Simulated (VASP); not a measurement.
The system is Cu3N.

```
CELL_PARAMETERS angstrom
3.78937 0.00000 0.00000
0.00000 3.78937 0.00000
0.00000 0.00000 3.78937
ATOMIC_POSITIONS crystal
Cu 0.50000 0.00000 0.00000
Cu 0.00000 0.50000 0.00000
Cu 0.00000 0.00000 0.50000
N 0.00000 0.00000 0.00000
```

Program: VASP 6.6.1. Alike in all runs: task single point; no spin polarisation; cell as given; k mesh 6 × 6 × 6; smearing fermi-dirac 0.02 eV.

Q: Order these runs on this cell by their pressure, lowest first.
A. level PBE; potentials or basis VASP PAW PBE potentials, release 64 (Cu, N); cutoff (eV) 600
B. level LDA; potentials or basis VASP PAW LDA potentials, release 64 (Cu, N); cutoff (eV) 600
C. level r2SCAN; potentials or basis VASP PAW PBE potentials, release 64 (Cu, N); cutoff (eV) 660

A: B (-6.1 GPa), C (0.7 GPa), A (4.7 GPa).

Caveats: the PAW data sets were made with another functional, which shifts forces and pressure a little (some runs).
